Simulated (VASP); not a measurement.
The system is BAs.

```xyz
2
Lattice="0.0000 2.4353 2.4353 2.4353 0.0000 2.4353 2.4353 2.4353 0.0000" Properties=species:S:1:pos:R:3 pbc="T T T"
As    3.6530    3.6530    3.6530
B     0.0000    0.0000    0.0000
```

Base run:

```yaml
Program: VASP 6.6.1
Functional: PBEsol
Potentials_or_basis: VASP PAW PBE potentials, release 64 (As, B)
Cutoff: 520 eV
k_mesh: 10 × 10 × 10
Occupations: fermi-dirac, width 0.05 eV
Spin: no spin polarisation
```

Its results: band gap on the k mesh 1.13 eV, indirect (least direct gap 3.17 eV); pressure -7.2 GPa.

Task: After a change of settings the same cell gave: band gap on the k mesh 1.23 eV, indirect (least direct gap 3.21 eV); pressure -4.1 GPa. Which change was it?
A. functional from PBEsol to PBEsol-based screened hybrid; k mesh from 10 × 10 × 10 to 5 × 5 × 5
B. functional from PBEsol to revPBE; dispersion from none to D3(BJ)
C. further incar settings from ALGO = Normal; EDIFF = 1e-07; NBANDS = 11 to ALGO = Normal; EDIFF = 1e-06; NBANDS = 11
D. functional from PBEsol to PBE

Result: D.

PBE binds less tightly than PBEsol, so the same cell stands under more pressure.

Caveats: the PAW data sets were made with another functional, which shifts forces and pressure a little (some runs).
